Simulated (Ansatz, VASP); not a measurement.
**Cs: VASP beside Ansatz**

```xyz
1
Lattice="-2.7501 2.7501 4.0972 2.7501 -2.7501 4.0972 2.7501 2.7501 -4.0972" Properties=species:S:1:pos:R:3 pbc="T T T"
Cs    0.0000    0.0000    0.0000
```

Alike in both runs: task relaxation of cell and atoms; functional PBEsol; dispersion D3(BJ); k mesh 7 × 7 × 7; occupations methfessel-paxton of order 1, width 0.15 eV; no spin polarisation.

|  | VASP | Ansatz |
| --- | --- | --- |
| version | VASP 6.6.1 | Ansatz 0.2.0 |
| potentials or method | VASP PAW PBE potentials, release 64 (Cs_sv), cutoff 500 eV | plane waves, PAW |
| valence electrons in the cell | 9 | 9 |

|  | VASP | Ansatz | Ansatz less VASP |
| --- | --- | --- | --- |
| relaxed volume (Å³/atom) | 98.79 | 99.26 | +0.467 |
| relaxed cell length with the largest relative difference (Å) | 5.191 | 5.222 | +0.0314 |

VASP's potentials were made for PBE, not for PBEsol.

Spin-orbit coupling is off throughout. Noted on VASP's run: the volume moved by over 15 % at a fixed basis, so the end points are rough.
